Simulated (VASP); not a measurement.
# BaTiO3 (P4/mmm) in VASP: further runs, part 2 of 2

VASP 6.6.1. Earlier steps stand in the parts before.

## (5) Single point, PBE (epitaxial xy strain +2.0%)

The input, INCAR:

```
ALGO     = Normal         # electronic algorithm
EDIFF    = 1E-6           # SCF threshold, eV
ENCUT    = 520            # plane-wave cutoff, eV
GGA      = PE             # functional
ISIF     = 2              # what is computed and relaxed
ISMEAR   = -1             # smearing method
LASPH    = True           # aspherical terms in the spheres
LCHARG   = False          # write CHGCAR
LREAL    = False          # projectors in reciprocal space
LWAVE    = False          # write WAVECAR
NBANDS   = 28             # bands
NELM     = 60             # most SCF steps
PREC     = Accurate       # precision mode
SIGMA    = 0.02           # smearing width, eV
```

The input, KPOINTS:

```
k-points
0
Gamma
  6 6 6
```

The input, POSCAR:

```
BaTiO3
1.0
    4.0739784508      0.0000000000      0.0000000000
    0.0000000000      4.0739784508      0.0000000000
    0.0000000000      0.0000000000      3.9401115498
Ba Ti O
1 1 3
Direct
    0.0000000000      0.0000000000      0.0000000000
    0.5000000000      0.5000000000      0.5000000000
    0.5000000000      0.5000000000      0.0000000000
    0.5000000000      0.0000000000      0.5000000000
    0.0000000000      0.5000000000      0.5000000000
```

Potentials or basis: VASP PAW PBE potentials, release 64 (Ba_sv, Ti_sv, O).

Started as:

```bash
$ cat potpaw_PBE.64/Ba_sv/POTCAR potpaw_PBE.64/Ti_sv/POTCAR potpaw_PBE.64/O/POTCAR > POTCAR
$ mpirun -np 1 vasp_std > vasp.out
```

OUTCAR:

```text
EDIFF = 1E-6
   ENCUT = 520
   GGA = PE
   ISIF = 2
   ISMEAR = -1
   LASPH = True
   LREAL = False
   NELM = 60
   PREC = Accurate

 ion  position               nearest neighbor table
   1  0.000  0.000  0.000-   4 2.83   5 2.83   4 2.83   5 2.83   5 2.83   5 2.83   4 2.83   4 2.83
                             3 2.88   3 2.88   3 2.88   3 2.88   2 3.49   2 3.49   2 3.49   2 3.49
   2  0.500  0.500  0.500-   3 1.97   3 1.97   5 2.04   4 2.04   4 2.04   5 2.04   1 3.49   1 3.49
                             1 3.49   1 3.49   1 3.49   1 3.49   1 3.49   1 3.49
   3  0.500  0.500  0.000-   2 1.97   2 1.97   1 2.88   1 2.88   1 2.88   1 2.88
   4  0.500  0.000  0.500-   2 2.04   2 2.04   1 2.83   1 2.83   1 2.83   1 2.83
   5  0.000  0.500  0.500-   2 2.04   2 2.04   1 2.83   1 2.83   1 2.83   1 2.83

  LATTYP: Found a simple tetragonal cell.
 ALAT       =     4.0739784508
 C/A-ratio  =     0.9671409894

  Lattice vectors:

 A1 = (   4.0739784508,   0.0000000000,   0.0000000000)
 A2 = (   0.0000000000,   4.0739784508,   0.0000000000)
 A3 = (   0.0000000000,   0.0000000000,   3.9401115498)

Analysis of symmetry for initial positions (statically):
=====================================================================
 Subroutine PRICEL returns:
 Original cell was already a primitive cell.

 Routine SETGRP: Setting up the symmetry group for a
 simple tetragonal supercell.

 Subroutine GETGRP returns: Found 16 space group operations
 (whereof 16 operations were pure point group operations)
 out of a pool of 16 trial point group operations.

The static configuration has the point symmetry D_4h.

Analysis of symmetry for dynamics (positions and initial velocities):
=====================================================================
 Subroutine PRICEL returns:
 Original cell was already a primitive cell.

 Routine SETGRP: Setting up the symmetry group for a
 simple tetragonal supercell.

 Subroutine GETGRP returns: Found 16 space group operations
 (whereof 16 operations were pure point group operations)
 out of a pool of 16 trial point group operations.

The dynamic configuration has the point symmetry D_4h.

 Subroutine INISYM returns: Found 16 space group operations
 (whereof 16 operations are pure point group operations),
 and found     1 'primitive' translations

----------------------------------------------------------------------------------------

                                     Primitive cell

  volume of cell :      65.3952

  direct lattice vectors                    reciprocal lattice vectors
     4.073978451  0.000000000  0.000000000     0.245460307  0.000000000  0.000000000
     0.000000000  4.073978451  0.000000000     0.000000000  0.245460307  0.000000000
     0.000000000  0.000000000  3.940111550     0.000000000  0.000000000  0.253799921

  length of vectors
     4.073978451  4.073978451  3.940111550     0.245460307  0.245460307  0.253799921

  position of ions in fractional coordinates (direct lattice)
     0.000000000  0.000000000  0.000000000
     0.500000000  0.500000000  0.500000000
     0.500000000  0.500000000  0.000000000
[... 31 lines left out ...]

 Subroutine IBZKPT returns following result:
 ===========================================

 Found     40 irreducible k-points:

 Following reciprocal coordinates:
            Coordinates               Weight
  0.000000  0.000000  0.000000      1.000000
  0.166667  0.000000  0.000000      4.000000
  0.333333  0.000000  0.000000      4.000000
  0.500000  0.000000  0.000000      2.000000
  0.166667  0.166667  0.000000      4.000000
  0.333333  0.166667  0.000000      8.000000
[... 16 lines left out ...]
  0.333333  0.000000  0.333333      8.000000
  0.500000  0.000000  0.333333      4.000000
 [... further k-points ...]
   k-points           NKPTS =     40   k-points in BZ     NKDIM =     40   number of bands    NBANDS=     28
   number of dos      NEDOS =    301   number of ions     NIONS =      5
   total plane-waves  NPLWV =  27000
   dimension x,y,z NGX =    30 NGY =   30 NGZ =   30
   dimension x,y,z NGXF=    60 NGYF=   60 NGZF=   60
   ions per type =               1   1   3
   NGX,Y,Z   is equivalent  to a cutoff of  12.24, 12.24, 12.66 a.u.
   NGXF,Y,Z  is equivalent  to a cutoff of  24.48, 24.48, 25.32 a.u.
 SYSTEM =  unknown system
   PREC   = accura    normal or accurate (medium, high low for compatibility)
   ISTART =      0    job   : 0-new  1-cont  2-samecut
   ICHARG =      2    charge: 1-file 2-atom 10-const
   ISPIN  =      1    spin polarized calculation?
   LNONCOLLINEAR =      F non collinear calculations
   LSORBIT =      F    spin-orbit coupling
   LASPH  =      T    aspherical Exc in radial PAW
   ENCUT  =  520.0 eV  38.22 Ry    6.18 a.u.   7.57  7.57  7.33*2*pi/ulx,y,z
   NELM   =     60;   NELMIN=  2; NELMDL= -5     # of ELM steps
   EDIFF  = 0.1E-05   stopping-criterion for ELM
   LREAL  =      F    real-space projection
   EDIFFG = 0.1E-04   stopping-criterion for IOM
   NSW    =      0    number of steps for IOM
   IBRION =     -1    ionic relax: 0-MD 1-quasi-New 2-CG
   NFREE  =      0    steps in history (QN), initial steepest desc. (CG)
   ISIF   =      2    stress and relaxation
   ISYM   =      2    0-nonsym 1-usesym 2-fastsym
   POTIM  = 0.5000    time-step for ionic-motion
   TEBEG  =    0.0;   TEEND  =   0.0 temperature during run
   PSTRESS=    0.0 pullay stress
   NELECT =      40.0000    total number of electrons
   NUPDOWN=      -1.0000    fix difference up-down
   EMIN   =  10.00;   EMAX   =-10.00  energy-range for DOS
   EFERMI =   0.00;   METHOD = LEGACY
   ISMEAR =    -1;   SIGMA  =   0.02  broadening in eV -4-tet -1-fermi 0-gaus
   EFERMI_NEDOS =   21; number of points for ismear=-14 and -15
   IALGO  =     38    algorithm
   IMIX   =      4    mixing-type and parameters
     AMIX     =   0.40;   BMIX     =  1.00
     AMIX_MAG =   1.60;   BMIX_MAG =  1.00
  volume/ion in A,a.u.               =      13.08        88.26
  Fermi-wavevector in a.u.,A,eV,Ry     =   1.389674  2.626102 26.275476  1.931193
  Thomas-Fermi vector in A             =   2.513682
   LORBIT       =      0    0 simple, 1 ext, 2 COOP (PROOUT), +10 PAW based schemes
   GGA     = PE    functional components
   LHFCALC =     F    Hartree Fock is set to
   AEXX    =    0.0000 exact exchange contribution
   IVDW    =     0    specifies the selected vdW correction
   LEPSILON=     F    determine dielectric tensor
   LRPA    =     F    only Hartree local field effects (RPA)
 non-spin polarized calculation
  energy-cutoff  :      520.00
  volume of cell :       65.40
 maximum number of plane-waves:      1779
   NGX = 15   NGY = 15   NGZ = 15

 number of electron      39.9999994 magnetization

 Free energy of the ion-electron system (eV)
  ---------------------------------------------------
  ext. energy  EPLUGINS =         0.00000000
  ---------------------------------------------------
  free energy    TOTEN  =       -39.95675203 eV

  energy without entropy =      -39.95675203  energy(sigma->0) =      -39.95675203

 E-fermi :   4.2453     XC(G=0): -11.1560

 val. band max:        3.7118388381   @ k =   0.5000   0.5000   0.5000
 cond. band min:       5.3494252744   @ k =   0.0000   0.0000   0.0000
 fundamental gap:      1.6375864363
 Fermi energy:         4.2453121800

 k-point     1 :       0.0000    0.0000    0.0000
  band No.  band energies     occupation
      1     -53.0345      2.00000
      2     -29.2446      2.00000
      3     -29.2324      2.00000
      4     -29.2324      2.00000
      5     -21.1784      2.00000
      6     -13.2027      2.00000
[... 733 lines left out ...]
     27      11.7934      0.00000
     28      13.0792      0.00000

 [... further k-points ...]

------------------------ aborting loop because EDIFF is reached ----------------------------------------

  FORCE on cell =-STRESS in cart. coord.  units (eV):
  Direction    XX          YY          ZZ          XY          YZ          ZX
  --------------------------------------------------------------------------------------
  -------------------------------------------------------------------------------------
  Total       -0.5395481     -0.5395481      2.0286353      0.0000000     -0.0000000      0.0000000
  in kB      -13.2188843    -13.2188843     49.7013970      0.0000000     -0.0000000      0.0000000
  external PRESSURE =       7.7545428 kB  Pullay stress =       0.0000000 kB

 VOLUME and BASIS-vectors are now :
 -----------------------------------------------------------------------------
  energy-cutoff  :      520.00
  volume of cell :       65.40
      direct lattice vectors                 reciprocal lattice vectors
     4.073978451  0.000000000  0.000000000     0.245460307  0.000000000  0.000000000
     0.000000000  4.073978451  0.000000000     0.000000000  0.245460307  0.000000000
     0.000000000  0.000000000  3.940111550     0.000000000  0.000000000  0.253799921

 POSITION                                       TOTAL-FORCE (eV/Angst)
 -----------------------------------------------------------------------------------
      0.00000      0.00000      0.00000         0.000000      0.000000      0.000000
      2.03699      2.03699      1.97006         0.000000      0.000000      0.000000
      2.03699      2.03699      0.00000         0.000000      0.000000      0.000000
      2.03699      0.00000      1.97006         0.000000      0.000000      0.000000
      0.00000      2.03699      1.97006         0.000000      0.000000      0.000000
 -----------------------------------------------------------------------------------
    total drift:                                0.000000      0.000000     -0.000000

  FREE ENERGIE OF THE ION-ELECTRON SYSTEM (eV)
  ---------------------------------------------------
  free  energy   TOTEN  =       -39.9567520281 eV

  energy  without entropy=      -39.9567520281  energy(sigma->0) =      -39.95675203
```

Wall time 42 s (1 thread of AMD EPYC 9R45 (Zen 5), shared host); peak memory 0.19 GiB.

Results:

* Free energy: -39.9568 eV
* Pressure: 0.8 GPa
* Band gap on the k mesh: 1.64 eV (least direct gap 1.80 eV)

Stress tensor (GPa, compression positive):
```
-1.32  0.00  0.00
 0.00 -1.32  0.00
 0.00  0.00  4.97
```

Caveat: the cell differs from its parent crystal (epitaxial xy strain +2.0%); the stress differs along the axes, from -1 to 5 GPa; spin-orbit coupling is left out, which moves the levels of the heavy elements.

## (6) Single point, PBE (epitaxial xy strain +3.0%)

The input, INCAR:

```
  PREC = Accurate
  ENCUT = 520
  EDIFF = 1E-6
  ISMEAR = -1
  SIGMA = 0.02
  LREAL = False
  LASPH = True
  NELM = 60
  ALGO = Normal
  ISIF = 2
  LWAVE = False
  LCHARG = False
  GGA = PE
  NBANDS = 28
```

The input, KPOINTS:

```
Automatic mesh
0
Gamma
  6 6 6
```

Edit POSCAR of step 5 so:

```diff
@@ -2,5 +2,5 @@
 1.0
-    4.0739784508      0.0000000000      0.0000000000
-    0.0000000000      4.0739784508      0.0000000000
-    0.0000000000      0.0000000000      3.9401115498
+    4.1139194160      0.0000000000      0.0000000000
+    0.0000000000      4.1139194160      0.0000000000
+    0.0000000000      0.0000000000      3.9158428708
 Ba Ti O
```

Potentials or basis: VASP PAW PBE potentials, release 64 (Ba_sv, Ti_sv, O).

Started as:

```bash
$ cat potpaw_PBE.64/Ba_sv/POTCAR potpaw_PBE.64/Ti_sv/POTCAR potpaw_PBE.64/O/POTCAR > POTCAR
$ mpirun -np 1 vasp_std > vasp.out
```

OUTCAR:

```text
PREC = Accurate
   ENCUT = 520
   EDIFF = 1E-6
   ISMEAR = -1
   LREAL = False
   LASPH = True
   NELM = 60
   ISIF = 2
   GGA = PE

 ion  position               nearest neighbor table
   1  0.000  0.000  0.000-   4 2.84   5 2.84   4 2.84   5 2.84   5 2.84   5 2.84   4 2.84   4 2.84
                             3 2.91   3 2.91   3 2.91   3 2.91   2 3.51   2 3.51   2 3.51   2 3.51
   2  0.500  0.500  0.500-   3 1.96   3 1.96   5 2.06   4 2.06   4 2.06   5 2.06   1 3.51   1 3.51
                             1 3.51   1 3.51   1 3.51   1 3.51   1 3.51   1 3.51
   3  0.500  0.500  0.000-   2 1.96   2 1.96   1 2.91   1 2.91   1 2.91   1 2.91
   4  0.500  0.000  0.500-   2 2.06   2 2.06   1 2.84   1 2.84   1 2.84   1 2.84
   5  0.000  0.500  0.500-   2 2.06   2 2.06   1 2.84   1 2.84   1 2.84   1 2.84

  LATTYP: Found a simple tetragonal cell.
 ALAT       =     4.1139194160
 C/A-ratio  =     0.9518521086

  Lattice vectors:

 A1 = (   4.1139194160,   0.0000000000,   0.0000000000)
 A2 = (   0.0000000000,   4.1139194160,   0.0000000000)
 A3 = (   0.0000000000,   0.0000000000,   3.9158428708)

Analysis of symmetry for initial positions (statically):
=====================================================================
 Subroutine PRICEL returns:
 Original cell was already a primitive cell.

 Routine SETGRP: Setting up the symmetry group for a
 simple tetragonal supercell.

 Subroutine GETGRP returns: Found 16 space group operations
 (whereof 16 operations were pure point group operations)
 out of a pool of 16 trial point group operations.

The static configuration has the point symmetry D_4h.

Analysis of symmetry for dynamics (positions and initial velocities):
=====================================================================
 Subroutine PRICEL returns:
 Original cell was already a primitive cell.

 Routine SETGRP: Setting up the symmetry group for a
 simple tetragonal supercell.

 Subroutine GETGRP returns: Found 16 space group operations
 (whereof 16 operations were pure point group operations)
[... 130 lines left out ...]
  Fermi-wavevector in a.u.,A,eV,Ry     =   1.383511  2.614456 26.042941  1.914102
  Thomas-Fermi vector in A             =   2.508102
   LORBIT       =      0    0 simple, 1 ext, 2 COOP (PROOUT), +10 PAW based schemes
   GGA     = PE    functional components
   LHFCALC =     F    Hartree Fock is set to
   AEXX    =    0.0000 exact exchange contribution
   IVDW    =     0    specifies the selected vdW correction
   LEPSILON=     F    determine dielectric tensor
   LRPA    =     F    only Hartree local field effects (RPA)
 non-spin polarized calculation
  energy-cutoff  :      520.00
  volume of cell :       66.27
 maximum number of plane-waves:      1803
 NGX is ok and might be reduce to    32
   NGX = 15   NGY = 15   NGZ = 15

 number of electron      40.0000017 magnetization

 Free energy of the ion-electron system (eV)
  ---------------------------------------------------
  ext. energy  EPLUGINS =         0.00000000
  ---------------------------------------------------
  free energy    TOTEN  =       -39.92340037 eV

  energy without entropy =      -39.92340037  energy(sigma->0) =      -39.92340037

 E-fermi :   4.1172     XC(G=0): -11.0855

 val. band max:        3.6255599389   @ k =   0.5000   0.5000   0.5000
 cond. band min:       5.2061395536   @ k =   0.0000   0.0000   0.0000
 fundamental gap:      1.5805796146
 Fermi energy:         4.1172369939

 k-point     1 :       0.0000    0.0000    0.0000
  band No.  band energies     occupation
      1     -53.1854      2.00000
      2     -29.3939      2.00000
      3     -29.3769      2.00000
      4     -29.3769      2.00000
      5     -21.3141      2.00000
      6     -13.3164      2.00000
[... 733 lines left out ...]
     27      11.6297      0.00000
     28      12.8470      0.00000

 [... further k-points ...]

------------------------ aborting loop because EDIFF is reached ----------------------------------------

  FORCE on cell =-STRESS in cart. coord.  units (eV):
  Direction    XX          YY          ZZ          XY          YZ          ZX
  --------------------------------------------------------------------------------------
  -------------------------------------------------------------------------------------
  Total       -1.6799193     -1.6799193      2.0350514      0.0000000     -0.0000000      0.0000000
  in kB      -40.6127300    -40.6127300     49.1981932      0.0000000     -0.0000000      0.0000000
  external PRESSURE =     -10.6757556 kB  Pullay stress =       0.0000000 kB

 VOLUME and BASIS-vectors are now :
 -----------------------------------------------------------------------------
  energy-cutoff  :      520.00
  volume of cell :       66.27
      direct lattice vectors                 reciprocal lattice vectors
     4.113919416  0.000000000  0.000000000     0.243077197  0.000000000  0.000000000
     0.000000000  4.113919416  0.000000000     0.000000000  0.243077197  0.000000000
     0.000000000  0.000000000  3.915842871     0.000000000  0.000000000  0.255372862

 POSITION                                       TOTAL-FORCE (eV/Angst)
 -----------------------------------------------------------------------------------
      0.00000      0.00000      0.00000         0.000000      0.000000      0.000000
      2.05696      2.05696      1.95792         0.000000      0.000000      0.000000
      2.05696      2.05696      0.00000         0.000000      0.000000      0.000000
      2.05696      0.00000      1.95792         0.000000      0.000000      0.000000
      0.00000      2.05696      1.95792         0.000000      0.000000      0.000000
 -----------------------------------------------------------------------------------
    total drift:                                0.000000     -0.000000     -0.000000

  FREE ENERGIE OF THE ION-ELECTRON SYSTEM (eV)
  ---------------------------------------------------
  free  energy   TOTEN  =       -39.9234003665 eV

  energy  without entropy=      -39.9234003665  energy(sigma->0) =      -39.92340037
```

stdout:

```text
POSCAR found type information on POSCAR BaTiO
 POSCAR found :  3 types and       5 ions
 scaLAPACK will be used
 LDA part: xc-table for (Slater+PW92), standard interpolation
 POSCAR, INCAR and KPOINTS ok, starting setup
 FFT: planning ... GRIDC
 FFT: planning ... GRID_SOFT
 FFT: planning ... GRID
 WAVECAR not read
 entering main loop
```

Run time: 42 s. Hardware: 1 thread of AMD EPYC 9R45 (Zen 5), shared host; peak memory 0.2 GiB.

Results:

```yaml
Free_energy: -39.9234 eV
Pressure: -1.1 GPa
Band_gap_on_the_k_mesh: 1.58 eV (least direct gap 1.76 eV)
```

Caveat: the cell differs from its parent crystal (epitaxial xy strain +3.0%); the stress differs along the axes, from -4 to 5 GPa; spin-orbit coupling is left out, which moves the levels of the heavy elements. A k mesh can miss the band edges.

## (7) Summary

| cell | gap on the mesh (eV) | pressure (GPa) |
| --- | --- | --- |
| a = 3.914, b = 3.914, c = 4.056 Å, 5 atoms | 1.73 | 10.3 |
| a = 3.954, b = 3.954, c = 4.024 Å, 5 atoms | 1.74 | 7.5 |
| a = 4.034, b = 4.034, c = 3.966 Å, 5 atoms | 1.70 | 2.8 |
| a = 4.074, b = 4.074, c = 3.940 Å, 5 atoms | 1.64 | 0.8 |
| a = 4.114, b = 4.114, c = 3.916 Å, 5 atoms | 1.58 | -1.1 |

Alike in all rows: task single point; level PBE; potentials or basis VASP PAW PBE potentials, release 64 (Ba_sv, Ti_sv, O); no spin polarisation; k mesh 6 × 6 × 6; cutoff (eV) 520; smearing fermi-dirac 0.02 eV.

Caveats: spin-orbit coupling is left out, which moves the levels of the heavy elements; the stress differs along the axes, from 5 to 13 GPa (at least some runs); the cell stands under pressure (at least some runs); the stress differs along the axes, from -1 to 5 GPa (at least some runs); the stress differs along the axes, from -4 to 5 GPa (at least some runs).

Total energies depend on the potentials used, so only differences within one code and one set of settings carry meaning.
